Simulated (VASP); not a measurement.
# Ti2AlN3 (P6/mmm) in VASP: a series of runs

Ti2AlN3 is run at these levels: PBE; tasks: single point, relaxation of cell and atoms.

All numbers are computed with VASP 6.6.1; they aren't measurements. Logs are shortened: lines on timing, memory, paths and dates and some standing lists are left out, and cuts for length are marked.

## Step 1: The cell of the first run

It takes space group P6/mmm (No. 191, hexagonal). The conventional cell has a = 6.350 Å, b = 6.350 Å, c = 4.950 Å, α = 90.00°, β = 90.00°, γ = 120.00°. Within 2.4 Å of Ti (site symmetry -6m2) lie 3 N at 1.83 Å. Al (site symmetry 6/mmm) has 6 N at 3.18 Å and 6 Ti at 3.67 Å within 4.2 Å. N (site symmetry mmm) has 2 Ti at 1.83 Å within 2.4 Å.

The cell was generated, and may not be a known phase.

## Step 2: Single point, PBE

File INCAR:

```
ALGO     = Normal         # electronic algorithm
EDIFF    = 1E-6           # SCF threshold, eV
ENCUT    = 520            # plane-wave cutoff, eV
GGA      = PE             # functional
ISIF     = 2              # what is computed and relaxed
ISMEAR   = 0              # smearing method
LASPH    = T              # aspherical terms in the spheres
LCHARG   = F              # write CHGCAR
LREAL    = F              # projectors in reciprocal space
LWAVE    = F              # write WAVECAR
NBANDS   = 30             # bands
NELM     = 60             # most SCF steps
PREC     = Accurate       # precision mode
SIGMA    = 0.01           # smearing width, eV
```

File KPOINTS:

```
k-points
0
Gamma
  6 6 8
```

File POSCAR:

```
Ti2AlN3
1.0
    6.3501182438      0.0000000000      0.0000000000
   -3.1750591219      5.4993637162      0.0000000000
    0.0000000000      0.0000000000      4.9496306953
Ti Al N
2 1 3
Direct
    0.3333333333      0.6666666667      0.0000000000
    0.6666666667      0.3333333333      0.0000000000
    0.0000000000      0.0000000000      0.0000000000
    0.5000000000      0.0000000000      0.0000000000
    0.0000000000      0.5000000000      0.0000000000
    0.5000000000      0.5000000000      0.0000000000
```

Potentials or basis: VASP PAW PBE potentials, release 64 (Ti_sv, Al, N).

Command:

```console
> cat potpaw_PBE.64/Ti_sv/POTCAR potpaw_PBE.64/Al/POTCAR potpaw_PBE.64/N/POTCAR > POTCAR
> mpirun -np 1 vasp_std > vasp.out
```

OUTCAR:

```text
EDIFF = 1E-6
   ENCUT = 520
   GGA = PE
   ISIF = 2
   ISMEAR = 0
   LASPH = T
   LREAL = F
   NELM = 60
   PREC = Accurate

 ion  position               nearest neighbor table
   1  0.333  0.667  0.000-   5 1.83   4 1.83   6 1.83
   2  0.667  0.333  0.000-   5 1.83   4 1.83   6 1.83
   3  0.000  0.000  0.000-
   4  0.500  0.000  0.000-   1 1.83   2 1.83
   5  0.000  0.500  0.000-   1 1.83   2 1.83
   6  0.500  0.500  0.000-   1 1.83   2 1.83

  LATTYP: Found a hexagonal cell.
 ALAT       =     6.3501182438
 C/A-ratio  =     0.7794548865

  Lattice vectors:

 A1 = (   6.3501182438,   0.0000000000,   0.0000000000)
 A2 = (  -3.1750591219,   5.4993637162,   0.0000000000)
 A3 = (   0.0000000000,   0.0000000000,   4.9496306953)

Analysis of symmetry for initial positions (statically):
=====================================================================
 Subroutine PRICEL returns:
 Original cell was already a primitive cell.

 Routine SETGRP: Setting up the symmetry group for a
 hexagonal supercell.

 Subroutine GETGRP returns: Found 24 space group operations
 (whereof 24 operations were pure point group operations)
 out of a pool of 24 trial point group operations.

The static configuration has the point symmetry D_6h.

Analysis of symmetry for dynamics (positions and initial velocities):
=====================================================================
 Subroutine PRICEL returns:
 Original cell was already a primitive cell.

 Routine SETGRP: Setting up the symmetry group for a
 hexagonal supercell.

 Subroutine GETGRP returns: Found 24 space group operations
 (whereof 24 operations were pure point group operations)
 out of a pool of 24 trial point group operations.

The dynamic configuration has the point symmetry D_6h.

 Subroutine INISYM returns: Found 24 space group operations
 (whereof 24 operations are pure point group operations),
 and found     1 'primitive' translations

----------------------------------------------------------------------------------------

                                     Primitive cell

  volume of cell :     172.8491

  direct lattice vectors                    reciprocal lattice vectors
     6.350118244  0.000000000  0.000000000     0.157477383  0.090919609  0.000000000
    -3.175059122  5.499363716  0.000000000     0.000000000  0.181839218  0.000000000
     0.000000000  0.000000000  4.949630695     0.000000000  0.000000000  0.202035275

  length of vectors
     6.350118244  6.350118244  4.949630695     0.181839218  0.181839218  0.202035275

  position of ions in fractional coordinates (direct lattice)
     0.333333333  0.666666667  0.000000000
     0.666666667  0.333333333  0.000000000
     0.000000000  0.000000000  0.000000000
     0.500000000  0.000000000  0.000000000
     1.000000000  0.500000000  0.000000000
     0.500000000  0.500000000  0.000000000

  ion indices of the primitive-cell ions
   primitive index   ion index
                 1           1
                 2           2
                 3           3
                 4           4
                 5           5
                 6           6

----------------------------------------------------------------------------------------

 KPOINTS: k-points

Automatic generation of k-mesh.
 Grid dimensions read from file:
 generate k-points for:    6    6    8

 Generating k-lattice:

  Cartesian coordinates                     Fractional coordinates (reciprocal lattice)
     0.026246230  0.015153268  0.000000000     0.166666667  0.000000000  0.000000000
     0.000000000  0.030306536  0.000000000     0.000000000  0.166666667  0.000000000
     0.000000000  0.000000000  0.025254409     0.000000000  0.000000000  0.125000000

  Length of vectors
     0.030306536  0.030306536  0.025254409

  Shift w.r.t. Gamma in fractional coordinates (k-lattice)
     0.000000000  0.000000000  0.000000000

 Subroutine IBZKPT returns following result:
 ===========================================

 Found     35 irreducible k-points:

 Following reciprocal coordinates:
            Coordinates               Weight
  0.000000  0.000000  0.000000      1.000000
  0.166667  0.000000  0.000000      6.000000
  0.333333  0.000000  0.000000      6.000000
  0.500000  0.000000  0.000000      3.000000
  0.166667  0.166667  0.000000      6.000000
  0.333333  0.166667  0.000000     12.000000
[... 16 lines left out ...]
  0.166667  0.000000  0.375000     12.000000
  0.333333  0.000000  0.375000     12.000000
 [... further k-points ...]
   k-points           NKPTS =     35   k-points in BZ     NKDIM =     35   number of bands    NBANDS=     30
   number of dos      NEDOS =    301   number of ions     NIONS =      6
   total plane-waves  NPLWV =  92160
   dimension x,y,z NGX =    48 NGY =   48 NGZ =   40
   dimension x,y,z NGXF=    96 NGYF=   96 NGZF=   80
   ions per type =               2   1   3
   NGX,Y,Z   is equivalent  to a cutoff of  12.57, 12.57, 13.44 a.u.
   NGXF,Y,Z  is equivalent  to a cutoff of  25.13, 25.13, 26.87 a.u.
 SYSTEM =  unknown system
   PREC   = accura    normal or accurate (medium, high low for compatibility)
   ISTART =      0    job   : 0-new  1-cont  2-samecut
   ICHARG =      2    charge: 1-file 2-atom 10-const
   ISPIN  =      1    spin polarized calculation?
   LNONCOLLINEAR =      F non collinear calculations
   LSORBIT =      F    spin-orbit coupling
   LASPH  =      T    aspherical Exc in radial PAW
   ENCUT  =  520.0 eV  38.22 Ry    6.18 a.u.  11.81 11.81  9.20*2*pi/ulx,y,z
   NELM   =     60;   NELMIN=  2; NELMDL= -5     # of ELM steps
   EDIFF  = 0.1E-05   stopping-criterion for ELM
   LREAL  =      F    real-space projection
   EDIFFG = 0.1E-04   stopping-criterion for IOM
   NSW    =      0    number of steps for IOM
   IBRION =     -1    ionic relax: 0-MD 1-quasi-New 2-CG
   NFREE  =      0    steps in history (QN), initial steepest desc. (CG)
   ISIF   =      2    stress and relaxation
   ISYM   =      2    0-nonsym 1-usesym 2-fastsym
   POTIM  = 0.5000    time-step for ionic-motion
   TEBEG  =    0.0;   TEEND  =   0.0 temperature during run
   PSTRESS=    0.0 pullay stress
   NELECT =      42.0000    total number of electrons
   NUPDOWN=      -1.0000    fix difference up-down
   EMIN   =  10.00;   EMAX   =-10.00  energy-range for DOS
   EFERMI =   0.00;   METHOD = LEGACY
   ISMEAR =     0;   SIGMA  =   0.01  broadening in eV -4-tet -1-fermi 0-gaus
   EFERMI_NEDOS =   21; number of points for ismear=-14 and -15
   IALGO  =     38    algorithm
   IMIX   =      4    mixing-type and parameters
     AMIX     =   0.40;   BMIX     =  1.00
     AMIX_MAG =   1.60;   BMIX_MAG =  1.00
  volume/ion in A,a.u.               =      28.81       194.41
  Fermi-wavevector in a.u.,A,eV,Ry     =   1.021572  1.930491 14.199163  1.043609
  Thomas-Fermi vector in A             =   2.155204
   LORBIT       =      0    0 simple, 1 ext, 2 COOP (PROOUT), +10 PAW based schemes
   GGA     = PE    functional components
   LHFCALC =     F    Hartree Fock is set to
   AEXX    =    0.0000 exact exchange contribution
   IVDW    =     0    specifies the selected vdW correction
   LEPSILON=     F    determine dielectric tensor
   LRPA    =     F    only Hartree local field effects (RPA)
 non-spin polarized calculation
 Gauss-broadening in eV      SIGMA  =   0.01
  energy-cutoff  :      520.00
  volume of cell :      172.85
 maximum number of plane-waves:      4681
 NGX is ok and might be reduce to    48
   NGX = 23   NGY = 23   NGZ = 19

 number of electron      42.0000006 magnetization

 Free energy of the ion-electron system (eV)
  ---------------------------------------------------
  ext. energy  EPLUGINS =         0.00000000
  ---------------------------------------------------
  free energy    TOTEN  =       -44.24675104 eV

  energy without entropy =      -44.24675104  energy(sigma->0) =      -44.24675104

 E-fermi :   0.7943     XC(G=0):  -6.7696

 val. band max:        0.6704131061   @ k =   0.0000   0.0000   0.5000
 cond. band min:       1.0809762608   @ k =   0.5000   0.0000   0.0000
 fundamental gap:      0.4105631548
 Fermi energy:         0.7943289470

 k-point     1 :       0.0000    0.0000    0.0000
  band No.  band energies     occupation
      1     -56.0609      2.00000
      2     -56.0565      2.00000
      3     -32.6823      2.00000
      4     -32.6731      2.00000
      5     -32.2941      2.00000
      6     -32.2941      2.00000
[... 22 lines left out ...]
     29       4.9511      0.00000
     30       4.9511      0.00000

 k-point     2 :       0.1667    0.0000    0.0000
  band No.  band energies     occupation
      1     -56.0606      2.00000
      2     -56.0567      2.00000
      3     -32.6817      2.00000
      4     -32.6736      2.00000
      5     -32.2948      2.00000
      6     -32.2909      2.00000
[... 22 lines left out ...]
     29       4.5366      0.00000
     30       4.8064      0.00000

 k-point     3 :       0.3333    0.0000    0.0000
  band No.  band energies     occupation
      1     -56.0600      2.00000
      2     -56.0574      2.00000
      3     -32.6804      2.00000
      4     -32.6750      2.00000
      5     -32.2964      2.00000
      6     -32.2831      2.00000
[... 22 lines left out ...]
     29       4.1906      0.00000
     30       4.4041      0.00000

 k-point     4 :       0.5000    0.0000    0.0000
  band No.  band energies     occupation
      1     -56.0594      2.00000
      2     -56.0579      2.00000
      3     -32.6792      2.00000
      4     -32.6762      2.00000
      5     -32.2971      2.00000
      6     -32.2775      2.00000
[... 616 lines left out ...]
     29       4.8975      0.00000
     30       4.9021      0.00000

 k-point    23 :       0.1667    0.0000    0.3750
  band No.  band energies     occupation
      1     -56.0606      2.00000
      2     -56.0567      2.00000
      3     -32.6821      2.00000
      4     -32.6740      2.00000
      5     -32.2948      2.00000
      6     -32.2909      2.00000
[... 22 lines left out ...]
     29       4.5451      0.00000
     30       4.7882      0.00000

 k-point    24 :       0.3333    0.0000    0.3750
  band No.  band energies     occupation
      1     -56.0600      2.00000
      2     -56.0574      2.00000
      3     -32.6807      2.00000
      4     -32.6754      2.00000
      5     -32.2963      2.00000
      6     -32.2831      2.00000
[... 22 lines left out ...]
     29       4.2509      0.00000
     30       4.5896      0.00000

 [... further k-points ...]

------------------------ aborting loop because EDIFF is reached ----------------------------------------

  FORCE on cell =-STRESS in cart. coord.  units (eV):
  Direction    XX          YY          ZZ          XY          YZ          ZX
  --------------------------------------------------------------------------------------
  -------------------------------------------------------------------------------------
  Total        0.2237224      0.2237224      0.0031250      0.0000000     -0.0000000     -0.0000000
  in kB        2.0737336      2.0737336      0.0289661      0.0000000     -0.0000000     -0.0000000
  external PRESSURE =       1.3921444 kB  Pullay stress =       0.0000000 kB

 VOLUME and BASIS-vectors are now :
 -----------------------------------------------------------------------------
  energy-cutoff  :      520.00
  volume of cell :      172.85
      direct lattice vectors                 reciprocal lattice vectors
     6.350118244  0.000000000  0.000000000     0.157477383  0.090919609  0.000000000
    -3.175059122  5.499363716  0.000000000     0.000000000  0.181839218  0.000000000
     0.000000000  0.000000000  4.949630695     0.000000000  0.000000000  0.202035275

 POSITION                                       TOTAL-FORCE (eV/Angst)
 -----------------------------------------------------------------------------------
     -0.00000      3.66624      0.00000        -0.000000      0.000000      0.000000
      3.17506      1.83312      0.00000         0.000000      0.000000     -0.000000
      0.00000      0.00000      0.00000         0.000000      0.000000      0.000000
      3.17506      0.00000      0.00000         0.000000      0.000000      0.000000
     -1.58753      2.74968      0.00000         0.000000      0.000000      0.000000
      1.58753      2.74968      0.00000         0.000000      0.000000      0.000000
 -----------------------------------------------------------------------------------
    total drift:                               -0.000000      0.000000      0.000000

  FREE ENERGIE OF THE ION-ELECTRON SYSTEM (eV)
  ---------------------------------------------------
  free  energy   TOTEN  =       -44.2467510419 eV

  energy  without entropy=      -44.2467510419  energy(sigma->0) =      -44.24675104
```

Run time: 4.6 min. Hardware: 1 thread of Oxide Virtual Turin-like, shared host; peak memory 0.35 GiB.

Results:

```yaml
Free_energy: -44.2468 eV
Pressure: 0.1 GPa
Band_gap_on_the_k_mesh: 0.41 eV (least direct gap 0.47 eV)
```

Levels at points of the mesh, in eV from the valence-band top:
```csv
k point,band 17,band 18,band 19,band 20,band 21,band 22,band 23,band 24,band 25,band 26
"(0.00, 0.00, 0.00)",-2.28,-1.52,-1.52,-1.51,-0.01,0.46,1.40,1.40,1.40,2.34
"(0.50, 0.00, 0.00)",-2.30,-2.10,-1.79,-0.76,-0.67,0.41,1.00,1.48,2.33,2.71
"(0.00, 0.00, 0.50)",-2.41,-2.13,-1.47,-1.47,0.00,1.30,1.30,1.40,1.56,2.05
"(0.50, 0.00, 0.50)",-2.36,-2.36,-2.13,-0.64,-0.61,1.19,1.33,1.43,1.80,2.01
```

A k mesh can miss the band edges.

## Step 3: Relaxation of cell and atoms, PBE

This run uses another cell than the first one, of 25.45 Å³/atom.

File INCAR:

```
  PREC = Accurate
  ENCUT = 600
  EDIFF = 1E-6
  ISMEAR = 0
  SIGMA = 0.01
  LREAL = F
  LASPH = T
  NELM = 100
  ALGO = Normal
  ISIF = 3
  LWAVE = F
  LCHARG = F
  GGA = PE
  IBRION = 2
  NSW = 100
  EDIFFG = -0.01
```

File KPOINTS:

```
regular mesh
0
Gamma
  6 6 8
```

Changes to POSCAR since step 2:

```diff
@@ -2,5 +2,5 @@
 1.0
-    6.3501182438      0.0000000000      0.0000000000
-   -3.1750591219      5.4993637162      0.0000000000
-    0.0000000000      0.0000000000      4.9496306953
+    6.3490334512      0.0000000000      0.0000000000
+   -3.1745167256      5.4984242582      0.0000000000
+    0.0000000000      0.0000000000      4.3740324878
 Ti Al N
```

Potentials or basis: VASP PAW PBE potentials, release 64 (Ti_sv, Al, N).

Command:

```console
> cat potpaw_PBE.64/Ti_sv/POTCAR potpaw_PBE.64/Al/POTCAR potpaw_PBE.64/N/POTCAR > POTCAR
> mpirun -np 1 vasp_std > vasp.out
```

Run time: 59 min. Hardware: 1 thread of Oxide Virtual Turin-like, shared host; peak memory 0.4 GiB.

Results (log left out):

```yaml
Free_energy: -44.2431 eV
Relaxed_volume: 28.32 Å³/atom
Relaxed_cell: a = 6.353 Å, b = 6.353 Å, c = 4.861 Å, α = 90.00°, β = 90.00°, γ = 120.00°
Space_group_after_relaxing_to_0.1_Å: P6/mmm (No. 191)
Energy_gained_by_relaxing: 1.4 meV/atom
Ionic_steps: 22
Pressure_after_relaxing: 0.0 GPa
Band_gap_on_the_k_mesh: 0.38 eV (least direct gap 0.44 eV)
```

The path:
```tsv
step	energy change (eV)	largest force (eV/Å)	pressure (GPa)	volume (Å³)
1	0.0000	0.0000	0.14	152.70
2	-0.0002	0.0000	-0.04	153.18
3	-0.0002	0.0000	-0.05	153.17
4	-0.0004	0.0000	-0.05	153.34
5	-0.0008	0.0000	-0.07	153.84
6	-0.0017	0.0000	-0.12	154.83
7	-0.0032	0.0000	-0.19	156.82
8	-0.0051	0.0000	-0.33	160.82
9	-0.0055	0.0000	-0.60	168.85
10	-0.0057	0.0000	-0.58	168.99
11	-0.0062	0.0000	-0.53	169.41
12	-0.0070	0.0000	-0.45	170.26
13	-0.0080	0.0000	-0.26	171.95
14	-0.0070	0.0000	0.07	175.30
15	-0.0081	0.0000	-0.18	172.74
16	-0.0081	0.0000	-0.22	172.66
17	-0.0080	0.0000	-0.23	172.30
18	-0.0081	0.0000	-0.20	172.48
19	-0.0081	0.0000	-0.19	172.57
20	-0.0082	0.0000	-0.17	172.31
21	-0.0084	0.0000	-0.11	171.51
22	-0.0087	0.0000	0.01	169.92
```

Final structure:
```yaml
crystal:
  lattice:
    - [6.35346, 0.00000, 0.00000]
    - [-3.17673, 5.50226, 0.00000]
    - [0.00000, 0.00000, 4.86066]
  atoms:
    - { symbol: Ti, position: [0.33333, 0.66667, 0.00000] }
    - { symbol: Ti, position: [0.66667, 0.33333, 0.00000] }
    - { symbol: Al, position: [0.00000, 0.00000, 0.00000] }
    - { symbol: N, position: [0.50000, 0.00000, 0.00000] }
    - { symbol: N, position: [0.00000, 0.50000, 0.00000] }
    - { symbol: N, position: [0.50000, 0.50000, 0.00000] }
```

Levels at points of the mesh, in eV from the valence-band top:
```tsv
k point	band 18	band 19	band 20	band 21	band 22	band 23	band 24	band 25
(0.00, 0.00, 0.00)	-1.52	-1.52	-1.48	-0.01	0.43	1.36	1.40	1.40
(0.50, 0.00, 0.00)	-2.09	-1.77	-0.78	-0.67	0.38	0.97	1.48	2.33
(0.00, 0.00, 0.50)	-2.16	-1.47	-1.47	0.00	1.29	1.29	1.44	1.53
(0.50, 0.00, 0.50)	-2.36	-2.15	-0.64	-0.61	1.15	1.37	1.42	1.83
```
